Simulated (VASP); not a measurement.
Here is a VASP 6.6.1 calculation.

Contents of INCAR:

```
PREC     = Accurate       # precision mode
ENCUT    = 520            # plane-wave cutoff, eV
EDIFF    = 1E-6           # SCF threshold, eV
ISMEAR   = 0              # smearing method
SIGMA    = 0.01           # smearing width, eV
LREAL    = F              # projectors in reciprocal space
LASPH    = T              # aspherical terms in the spheres
NELM     = 80             # most SCF steps
ALGO     = Normal         # electronic algorithm
ISIF     = 2              # what is computed and relaxed
LWAVE    = F              # write WAVECAR
LCHARG   = T              # write CHGCAR
GGA      = PS             # functional
LELF     = T              # ELF
LVHAR    = T            
NBANDS   = 16             # bands
```

The input KPOINTS:

```
regular mesh
0
Gamma
  4 4 4
```

Contents of POSCAR:

```
BiB
1.0
    0.0000000000      2.7448744688      2.7448744688
    2.7448744688      0.0000000000      2.7448744688
    2.7448744688      2.7448744688      0.0000000000
B Bi
1 1
Direct
    0.0000000000      0.0000000000      0.0000000000
    0.2500000000      0.2500000000      0.2500000000
```

Potentials or basis: VASP PAW PBE potentials, release 64 (B, Bi_d).

The run is started by

```bash
$ cat potpaw_PBE.64/B/POTCAR potpaw_PBE.64/Bi_d/POTCAR > POTCAR
$ mpirun -np 1 vasp_std > vasp.out
```

What does it give for the band gap on the k mesh?

0.30 eV.

Estimate the pressure.

-1.8 GPa.

Caveat: the k points lie up to 0.50 Å⁻¹ apart; the PAW data sets were made with another functional, which shifts forces and pressure a little; spin-orbit coupling is left out, which moves the levels of the heavy elements. A k mesh can miss the band edges.
